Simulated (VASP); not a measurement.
# LaCoPO (P4/nmm) in VASP: single point with PBE+U

Aim: the single point of LaCoPO with PBE+U.

Everything below comes from runs of VASP 6.6.1. Logs are shortened: lines on timing, memory, paths and dates and some standing lists are left out, and cuts for length are marked.

## (1) The cell of the first run

It takes space group P4/nmm (No. 129, tetragonal). The conventional cell has a = 3.991 Å, b = 3.991 Å, c = 8.265 Å, α = 90.00°, β = 90.00°, γ = 90.00°. La (site symmetry 4mm) has 4 O at 2.36 Å within 3.1 Å. Co (site symmetry -4m2) has 4 P at 2.22 Å and 4 Co at 2.82 Å within 2.9 Å. P (site symmetry 4mm) has 4 Co at 2.22 Å within 2.9 Å. O (site symmetry -4m2) has 4 La at 2.36 Å and 4 O at 2.82 Å within 3.1 Å.

## (2) Single point, PBE+U, collinear spin, ferromagnetic start

Contents of INCAR:

```
PREC = Accurate ; ENCUT = 520
EDIFF = 1E-6 ; ISMEAR = -1
SIGMA = 0.1 ; LREAL = F
LASPH = T ; NELM = 150
ALGO = Normal ; ISIF = 2
LWAVE = F ; LCHARG = F
ISPIN = 2 ; MAGMOM = 0 0 2.5 2.5 0 0 0 0
LORBIT = 11 ; LMAXMIX = 6
LDAU = T ; LDAUTYPE = 2
LDAUL = -1 2 -1 -1 ; LDAUU = 0 2 0 0
LDAUJ = 0 0 0 0 ; LDAUPRINT = 1
GGA = PE ; NBANDS = 45
```

Contents of KPOINTS:

```
Automatic mesh
0
Gamma
  7 7 4
```

Contents of POSCAR:

```
LaCoPO
1.0
    3.9912560000      0.0000000000      0.0000000000
    0.0000000000      3.9912560000      0.0000000000
    0.0000000000      0.0000000000      8.2649260000
La Co P O
2 2 2 2
Direct
    0.0000000000      0.5000000000      0.8468679998
    0.5000000000      0.0000000000      0.1531320002
    0.5000000000      0.5000000000      0.5000000000
    0.0000000000      0.0000000000      0.5000000000
    0.5000000000      0.0000000000      0.6183690005
    0.0000000000      0.5000000000      0.3816309995
    0.0000000000      0.0000000000      0.0000000000
    0.5000000000      0.5000000000      0.0000000000
```

Potentials or basis: VASP PAW PBE potentials, release 64 (La, Co, P, O).

Command:

```
$ cat potpaw_PBE.64/La/POTCAR potpaw_PBE.64/Co/POTCAR potpaw_PBE.64/P/POTCAR potpaw_PBE.64/O/POTCAR > POTCAR
$ mpirun -np 1 vasp_std > vasp.out
```

OUTCAR:

```text
PREC = Accurate
   ENCUT = 520
   EDIFF = 1E-6
   ISMEAR = -1
   LREAL = F
   LASPH = T
   NELM = 150
   ISIF = 2
   ISPIN = 2
   LORBIT = 11
   GGA = PE

 ion  position               nearest neighbor table
   1  0.000  0.500  0.847-   7 2.36   8 2.36   7 2.36   8 2.36
   2  0.500  0.000  0.153-   7 2.36   8 2.36   8 2.36   7 2.36
   3  0.500  0.500  0.500-   5 2.22   6 2.22   5 2.22   6 2.22   4 2.82   4 2.82   4 2.82   4 2.82

   4  0.000  0.000  0.500-   5 2.22   6 2.22   6 2.22   5 2.22   3 2.82   3 2.82   3 2.82   3 2.82

   5  0.500  0.000  0.618-   3 2.22   4 2.22   3 2.22   4 2.22
   6  0.000  0.500  0.382-   3 2.22   4 2.22   4 2.22   3 2.22
   7  0.000  0.000  0.000-   1 2.36   2 2.36   1 2.36   2 2.36
   8  0.500  0.500  0.000-   1 2.36   2 2.36   2 2.36   1 2.36

  LATTYP: Found a simple tetragonal cell.
 ALAT       =     3.9912560000
 C/A-ratio  =     2.0707581774

  Lattice vectors:

 A1 = (   3.9912560000,   0.0000000000,   0.0000000000)
 A2 = (   0.0000000000,   3.9912560000,   0.0000000000)
 A3 = (   0.0000000000,   0.0000000000,   8.2649260000)

Analysis of symmetry for initial positions (statically):
=====================================================================
 Subroutine PRICEL returns:
 Original cell was already a primitive cell.

 Routine SETGRP: Setting up the symmetry group for a
 simple tetragonal supercell.

 Subroutine GETGRP returns: Found 16 space group operations
 (whereof  8 operations were pure point group operations)
 out of a pool of 16 trial point group operations.

The static configuration has the point symmetry D_2d.
 The point group associated with its full space group is D_4h.

Analysis of symmetry for dynamics (positions and initial velocities):
=====================================================================
 Subroutine PRICEL returns:
 Original cell was already a primitive cell.

 Routine SETGRP: Setting up the symmetry group for a
 simple tetragonal supercell.

 Subroutine GETGRP returns: Found 16 space group operations
 (whereof  8 operations were pure point group operations)
 out of a pool of 16 trial point group operations.

The dynamic configuration has the point symmetry D_2d.
 The point group associated with its full space group is D_4h.

Analysis of structural, dynamic, and magnetic symmetry:
=====================================================================
 Subroutine PRICEL returns:
 Original cell was already a primitive cell.

 Routine SETGRP: Setting up the symmetry group for a
 simple tetragonal supercell.

 Subroutine GETGRP returns: Found 16 space group operations
 (whereof  8 operations were pure point group operations)
 out of a pool of 16 trial point group operations.

The overall configuration has the point symmetry D_2d.
 The point group associated with its full space group is D_4h.

 Subroutine INISYM returns: Found 16 space group operations
 (whereof  8 operations are pure point group operations),
 and found     1 'primitive' translations

----------------------------------------------------------------------------------------

                                     Primitive cell

  volume of cell :     131.6613

[... 168 lines left out ...]
  o =  0.7809  v =  0.0000  0.0000  0.0000  0.0000  0.0000  0.0000 -0.0027  0.0000 -1.0000  0.0000      0.0000  0.0000  0.0000  0.0000  0.0000  0.0000  0.0000  0.0000  0.0000  0.0000
  o =  0.7809  v =  0.0000  0.0000  0.0000  0.0000  0.0000  0.0000 -1.0000 -0.0000  0.0027 -0.0000      0.0000  0.0000  0.0000  0.0000  0.0000  0.0000  0.0000  0.0000  0.0000  0.0000
  o =  0.8150  v =  0.0000  0.0003 -0.0000  1.0000  0.0000  0.0000  0.0000  0.0000  0.0000  0.0000      0.0000  0.0000  0.0000  0.0000  0.0000  0.0000  0.0000  0.0000  0.0000  0.0000
  o =  0.8150  v =  0.0000  1.0000 -0.0000 -0.0003 -0.0000  0.0000  0.0000  0.0000  0.0000  0.0000      0.0000  0.0000  0.0000  0.0000  0.0000  0.0000  0.0000  0.0000  0.0000  0.0000
  o =  0.8487  v =  0.0000 -0.0000 -1.0000  0.0000  0.0000  0.0000  0.0000  0.0000  0.0000  0.0000      0.0000  0.0000  0.0000  0.0000  0.0000  0.0000  0.0000  0.0000  0.0000  0.0000
  o =  0.9043  v =  1.0000  0.0000  0.0000  0.0000  0.0000  0.0000  0.0000  0.0000  0.0000  0.0000      0.0000  0.0000  0.0000  0.0000  0.0000  0.0000  0.0000  0.0000  0.0000  0.0000

atom =   4  type =  2  l = 2

 onsite density matrix

spin component  1

  0.9043 -0.0000  0.0000  0.0000  0.0000
 -0.0000  0.8150 -0.0000  0.0000 -0.0000
  0.0000 -0.0000  0.8487  0.0000  0.0000
  0.0000  0.0000  0.0000  0.8150  0.0000
  0.0000 -0.0000  0.0000  0.0000  0.7618

spin component  2

  0.4034 -0.0000  0.0000 -0.0000 -0.0000
 -0.0000  0.7809 -0.0000  0.0000 -0.0000
  0.0000 -0.0000  0.7328 -0.0000  0.0000
 -0.0000  0.0000 -0.0000  0.7809  0.0000
 -0.0000 -0.0000  0.0000  0.0000  0.7376

 occupancies and eigenvectors

  o =  0.4034  v =  0.0000  0.0000  0.0000  0.0000  0.0000  1.0000  0.0000  0.0000  0.0000  0.0000      0.0000  0.0000  0.0000  0.0000  0.0000  0.0000  0.0000  0.0000  0.0000  0.0000
  o =  0.7328  v =  0.0000  0.0000  0.0000  0.0000  0.0000  0.0000 -0.0000 -1.0000  0.0000  0.0000      0.0000  0.0000  0.0000  0.0000  0.0000  0.0000  0.0000  0.0000  0.0000  0.0000
  o =  0.7376  v =  0.0000  0.0000  0.0000  0.0000  0.0000  0.0000 -0.0000 -0.0000 -0.0000 -1.0000      0.0000  0.0000  0.0000  0.0000  0.0000  0.0000  0.0000  0.0000  0.0000  0.0000
  o =  0.7618  v =  0.0000  0.0000 -0.0000 -0.0000  1.0000  0.0000  0.0000  0.0000  0.0000  0.0000      0.0000  0.0000  0.0000  0.0000  0.0000  0.0000  0.0000  0.0000  0.0000  0.0000
  o =  0.7809  v =  0.0000  0.0000  0.0000  0.0000  0.0000  0.0000 -0.9994 -0.0000 -0.0343  0.0000      0.0000  0.0000  0.0000  0.0000  0.0000  0.0000  0.0000  0.0000  0.0000  0.0000
  o =  0.7809  v =  0.0000  0.0000  0.0000  0.0000  0.0000  0.0000  0.0343 -0.0000 -0.9994  0.0000      0.0000  0.0000  0.0000  0.0000  0.0000  0.0000  0.0000  0.0000  0.0000  0.0000
  o =  0.8150  v =  0.0000 -0.0685  0.0000 -0.9977  0.0000  0.0000  0.0000  0.0000  0.0000  0.0000      0.0000  0.0000  0.0000  0.0000  0.0000  0.0000  0.0000  0.0000  0.0000  0.0000
  o =  0.8150  v =  0.0000  0.9977  0.0000 -0.0685 -0.0000  0.0000  0.0000  0.0000  0.0000  0.0000      0.0000  0.0000  0.0000  0.0000  0.0000  0.0000  0.0000  0.0000  0.0000  0.0000
  o =  0.8487  v =  0.0000 -0.0000  1.0000  0.0000  0.0000  0.0000  0.0000  0.0000  0.0000  0.0000      0.0000  0.0000  0.0000  0.0000  0.0000  0.0000  0.0000  0.0000  0.0000  0.0000
  o =  0.9043  v =  1.0000  0.0000  0.0000  0.0000  0.0000  0.0000  0.0000  0.0000  0.0000  0.0000      0.0000  0.0000  0.0000  0.0000  0.0000  0.0000  0.0000  0.0000  0.0000  0.0000

 number of electron      61.9999979 magnetization       1.3891127

 Free energy of the ion-electron system (eV)
  ---------------------------------------------------
  ext. energy  EPLUGINS =         0.00000000
  ---------------------------------------------------
  free energy    TOTEN  =       -57.00077364 eV

  energy without entropy =      -56.92624179  energy(sigma->0) =      -56.96350772

 E-fermi :   8.3753     XC(G=0): -10.8565

 val. band max:        8.3366171502   @ k =   0.2857   0.2857   0.5000
 cond. band min:       8.3823618275   @ k =   0.4286   0.2857   0.0000
 fundamental gap:      0.0457446772
 Fermi energy:         8.3752518100

 spin component 1

 k-point     1 :       0.0000    0.0000    0.0000
  band No.  band energies     occupation
      1     -23.5880      1.00000
      2     -23.3715      1.00000
      3     -10.9201      1.00000
      4      -9.4846      1.00000
      5      -7.4327      1.00000
      6      -7.4327      1.00000
[... 2201 lines left out ...]
     42      11.5784      0.00000
     43      11.5888      0.00000

 [... further k-points ...]

 [bands above 43 left out]

------------------------ aborting loop because EDIFF is reached ----------------------------------------

  FORCE on cell =-STRESS in cart. coord.  units (eV):
  Direction    XX          YY          ZZ          XY          YZ          ZX
  --------------------------------------------------------------------------------------
  -------------------------------------------------------------------------------------
  Total       -0.3305135     -0.3305135      0.4988451      0.0000000      0.0000000      0.0000000
  in kB       -4.0219961     -4.0219961      6.0704114      0.0000000      0.0000000      0.0000000
  external PRESSURE =      -0.6578603 kB  Pullay stress =       0.0000000 kB

 VOLUME and BASIS-vectors are now :
 -----------------------------------------------------------------------------
  energy-cutoff  :      520.00
  volume of cell :      131.66
      direct lattice vectors                 reciprocal lattice vectors
     3.991256000  0.000000000  0.000000000     0.250547697  0.000000000  0.000000000
     0.000000000  3.991256000  0.000000000     0.000000000  0.250547697  0.000000000
     0.000000000  0.000000000  8.264926000     0.000000000  0.000000000  0.120993219

 POSITION                                       TOTAL-FORCE (eV/Angst)
 -----------------------------------------------------------------------------------
      0.00000      1.99563      6.99930         0.000000      0.000000      0.080800
      1.99563      0.00000      1.26562        -0.000000      0.000000     -0.080800
      1.99563      1.99563      4.13246         0.000000      0.000000      0.000000
      0.00000      0.00000      4.13246        -0.000000     -0.000000      0.000000
      1.99563      0.00000      5.11077         0.000000      0.000000      0.281966
      0.00000      1.99563      3.15415        -0.000000      0.000000     -0.281966
      0.00000      0.00000      0.00000        -0.000000      0.000000      0.000000
      1.99563      1.99563      0.00000        -0.000000     -0.000000      0.000000
 -----------------------------------------------------------------------------------
    total drift:                                0.000000      0.000000      0.000000

  FREE ENERGIE OF THE ION-ELECTRON SYSTEM (eV)
  ---------------------------------------------------
  free  energy   TOTEN  =       -57.0007736367 eV

  energy  without entropy=      -56.9262417946  energy(sigma->0) =      -56.96350772

 total charge

# of ion       s       p       d       f       tot
--------------------------------------------------
    1        2.019   5.681   0.673   0.240   8.612
    2        2.019   5.681   0.673   0.240   8.612
    3        0.446   0.523   7.545   0.000   8.514
    4        0.446   0.523   7.545   0.000   8.514
    5        1.031   1.457   0.000   0.000   2.488
    6        1.031   1.457   0.000   0.000   2.488
    7        1.571   3.469   0.000   0.000   5.040
    8        1.571   3.469   0.000   0.000   5.040
--------------------------------------------------
tot         10.133  22.260  16.436   0.480  49.309

 magnetization (x)

# of ion       s       p       d       f       tot
--------------------------------------------------
    1       -0.000  -0.000   0.000  -0.001  -0.001
    2       -0.000  -0.000   0.000  -0.001  -0.001
    3        0.012   0.000   0.710   0.000   0.723
    4        0.012   0.000   0.710   0.000   0.723
    5        0.001   0.003   0.000   0.000   0.004
    6        0.001   0.003   0.000   0.000   0.004
    7       -0.000   0.000   0.000   0.000   0.000
    8       -0.000   0.000   0.000   0.000   0.000
--------------------------------------------------
tot          0.026   0.007   1.421  -0.002   1.452
```

It took 16 min on 1 thread of Intel Xeon 8259CL, shared host; peak memory 0.48 GiB.

Results:

* Free energy: -57.0008 eV
* Pressure: -0.1 GPa
* Largest force: 0.282 eV/Å
* Net moment: 1.39 μB per cell
* Site moments: La -0.00; Co +0.72; P +0.00; O +0.00 μB
* Valence electrons inside the program's atomic spheres: La 8.61; Co 8.51; P 2.49; O 5.04

Forces on the atoms (eV/Å):
```
La   0.000  0.000  0.081
La   0.000  0.000 -0.081
Co   0.000  0.000  0.000
Co   0.000  0.000  0.000
P    0.000  0.000  0.282
P    0.000  0.000 -0.282
O    0.000  0.000  0.000
O    0.000  0.000  0.000
```

Eigenvalues of the final occupation matrices:
| site | spin | trace | eigenvalues |
| --- | --- | --- | --- |
| site 3 d | 1 | 4.14 | 0.76 0.81 0.81 0.85 0.90 |
| site 3 d | 2 | 3.44 | 0.40 0.73 0.74 0.78 0.78 |
| site 4 d | 1 | 4.14 | 0.76 0.81 0.81 0.85 0.90 |
| site 4 d | 2 | 3.44 | 0.40 0.73 0.74 0.78 0.78 |

Caveat: spin-orbit coupling is left out, which moves the levels of the heavy elements. The state reached can hang on the start; a lower one may exist.
